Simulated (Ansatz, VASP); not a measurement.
**Mg2Zr3: VASP beside Ansatz**

INCAR

```
PREC = Accurate
ENCUT = 600
EDIFF = 1E-6
ISMEAR = 0
SIGMA = 0.1
LREAL = F
LASPH = T
NELM = 100
ALGO = Fast
ISIF = 3
LWAVE = F
LCHARG = F
GGA = PE
IBRION = 2
NSW = 100
EDIFFG = -0.01
```

Contents of KPOINTS:

```
Automatic mesh
0
Gamma
  8 8 8
```

The input POSCAR:

```
Mg2Zr3
1.0
    5.1090533046      0.0000000000      0.0000000000
    0.0000000000      5.1090533046      0.0000000000
    0.0000000000      0.0000000000      5.1090533046
Mg Zr
2 3
Direct
    0.0000000000      0.0000000000      0.0000000000
    0.5000000000      0.5000000000      0.5000000000
    0.0000000000      0.5000000000      0.5000000000
    0.5000000000      0.0000000000      0.5000000000
    0.5000000000      0.5000000000      0.0000000000
```

Input for Ansatz:

```yaml
crystal:
  lattice:
    - [5.1090533046, 0.0, 0.0]
    - [0.0, 5.1090533046, 0.0]
    - [0.0, 0.0, 5.1090533046]
  atoms:
    - { symbol: Mg, position: [0.0, 0.0, 0.0] }
    - { symbol: Mg, position: [0.5, 0.5, 0.5] }
    - { symbol: Zr, position: [0.0, 0.5, 0.5] }
    - { symbol: Zr, position: [0.5, 0.0, 0.5] }
    - { symbol: Zr, position: [0.5, 0.5, 0.0] }
basis:
  ecutwfc: 420
kpoints:
  mp_grid: { grid: [8, 8, 8] }
hamiltonian:
  xc: pbe
scf:
  occupations: { method: gaussian, width: 0.1 }
output:
  forces: true
  stress: true
  eigenvalues: true
relax:
  adjacent_minimum: "off"
  f_tol: 0.01
  max_steps: 80
  cell: { stress_tol: 0.05 }
```

Alike in both runs: task relaxation of cell and atoms; functional PBE; k mesh 8 × 8 × 8; occupations gaussian, width 0.1 eV; no spin polarisation.

|  | VASP | Ansatz |
| --- | --- | --- |
| version | VASP 6.6.1 | Ansatz 0.2.0 |
| potentials or method | VASP PAW PBE potentials, release 64 (Mg, Zr_sv), cutoff 600 eV | scalar-relativistic, plane waves, PAW |
| valence electrons in the cell | 40 | 56 |

```tsv
	VASP	Ansatz	Ansatz less VASP
gap on the k mesh at the Fermi level, each at its own relaxed structure (eV)	none	none	-
relaxed volume (Å³/atom)	26.73	26.71	-0.020
relaxed cell length with the largest relative difference (Å)	5.113	5.112	-0.0013
```

A gap of «none» marks a metal or a gap that the smearing closes. VASP's potentials hold 40 valence electrons a cell and Ansatz's 56, so a difference there can come from the potentials and not from the codes.
